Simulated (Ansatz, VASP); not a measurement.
Two plane-wave programs on Co

```
Co
1.0
     2.49226    0.00000    0.00000
    -1.24613    2.15836    0.00000
     0.00000    0.00000   25.08330
Co
6
Direct
  0.66667 0.33333 0.30066
  0.33333 0.66667 0.37842
  0.66667 0.33333 0.46043
  0.33333 0.66667 0.53957
  0.66667 0.33333 0.62158
  0.33333 0.66667 0.69934
```

Alike in both runs: functional PBE; k mesh 15 × 15 × 1; occupations gaussian, width 0.1 eV; collinear spin.

Ansatz relaxed the structure, and its values are those at the end. VASP's run is a single point on that final structure, the one shown.

```csv
,VASP,Ansatz
version,VASP 6.6.1,Ansatz 0.2.0
potentials or method,"VASP PAW PBE potentials, release 64 (Co), cutoff 520 eV","scalar-relativistic, plane waves, PAW"
valence electrons in the cell,54,102
```

Ansatz gave:

```
gap on the k mesh at the Fermi level (eV)                     : none
rms of the force components (eV/Å)                            : 0.001
net moment per atom (μB)                                      : 1.66
size of the moment on the site where the two differ most (μB) : 1.73
```

Which values does VASP return?

gap on the k mesh at the Fermi level (eV): none; rms of the force components (eV/Å): 0.010; net moment per atom (μB): 1.66; size of the moment on the site where the two differ most (μB): 1.66.

Site moments also hang on the region over which each program counts them. A gap of «none» marks a metal or a gap that the smearing closes. With one functional, cell and mesh, what is left measures potentials, basis and numerics. VASP's potentials hold 54 valence electrons a cell and Ansatz's 102, so a difference there can come from the potentials and not from the codes. Ansatz's warnings: xc potential rough in thin density.
